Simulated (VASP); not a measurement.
**Ge5S: relaxation of cell and atoms with PBE**

Ge5S:

```xyz
6
Lattice="0.0000 3.9221 3.9221 3.9221 0.0000 3.9221 3.9221 3.9221 0.0000" Properties=species:S:1:pos:R:3 pbc="T T T"
Ge    4.9027    2.9416    2.9416
Ge    4.9027    4.9027    4.9027
Ge    2.9416    4.9027    2.9416
Ge    2.9416    2.9416    4.9027
Ge    1.9611    1.9611    1.9611
S     0.0000    0.0000    0.0000
```

The cell was generated, and may not be a known phase.

```yaml
Program: VASP 6.6.1
Task: relaxation of cell and atoms
Functional: PBE
Potentials_or_basis: VASP PAW PBE potentials, release 64 (Ge_d, S)
Cutoff: 600 eV
k_mesh: 8 × 8 × 8
Occupations: gaussian, width 0.1 eV
Spin: no spin polarisation
Dipole_correction: no
Further_INCAR_settings: ALGO = Normal; EDIFF = 1e-06; IBRION = 2; EDIFFG = -0.01; NSW = 100; ISIF = 3
```

| Quantity | Value |
| --- | --- |
| Relaxed volume | 19.94 Å³/atom |
| Relaxed cell | a = 5.531 Å, b = 5.531 Å, c = 5.531 Å, α = 60.00°, β = 60.00°, γ = 60.00° |
| Space group after relaxing (to 0.1 Å) | F-43m (No. 216) |
| Energy gained by relaxing | 0.2 meV/atom |
| Ionic steps | 2 |
| Pressure after relaxing | 0.0 GPa |
| Band gap on the k mesh | zero (bands 38 and 39 overlap by 1.78 eV) |

Step by step:
| step | energy change (eV) | largest force (eV/Å) | pressure (GPa) | volume (Å³) |
| --- | --- | --- | --- | --- |
| 1 | 0.0000 | 0.0164 | -0.47 | 120.67 |
| 2 | -0.0015 | 0.0085 | 0.00 | 119.65 |

Final structure:
```cif
data_structure
_symmetry_space_group_name_H-M 'P 1'
_symmetry_Int_Tables_number 1
_cell_length_a 5.5311
_cell_length_b 5.5311
_cell_length_c 5.5311
_cell_angle_alpha 60.000
_cell_angle_beta 60.000
_cell_angle_gamma 60.000
_cell_volume 119.65
loop_
_atom_site_label
_atom_site_type_symbol
_atom_site_fract_x
_atom_site_fract_y
_atom_site_fract_z
_atom_site_occupancy
Ge1 Ge 0.12483 0.62506 0.62506 1
Ge2 Ge 0.62506 0.62506 0.62506 1
Ge3 Ge 0.62506 0.12483 0.62506 1
Ge4 Ge 0.62506 0.62506 0.12483 1
Ge5 Ge 0.25000 0.25000 0.25000 1
S1 S 0.00000 0.00000 0.00000 1
```

Levels at points of the mesh, in eV from the Fermi level:
```tsv
k point	band 34	band 35	band 36	band 37	band 38	band 39	band 40	band 41	band 42	band 43
(0.00, 0.00, 0.00)	-4.26	-4.26	-2.27	-2.27	-2.27	-1.45	-1.45	2.81	2.81	2.81
(0.50, 0.00, 0.00)	-3.51	-1.77	-1.20	-1.20	0.07	0.07	1.05	2.20	2.35	2.35
(0.50, 0.50, 0.00)	-2.04	-2.04	-0.74	0.10	0.10	0.98	1.02	1.19	1.44	1.44
```

Wall time 3.8 min on 1 thread of AMD EPYC 9R45 96-Core Processor (Zen 5), on a shared host, peak memory 0.39 GiB.
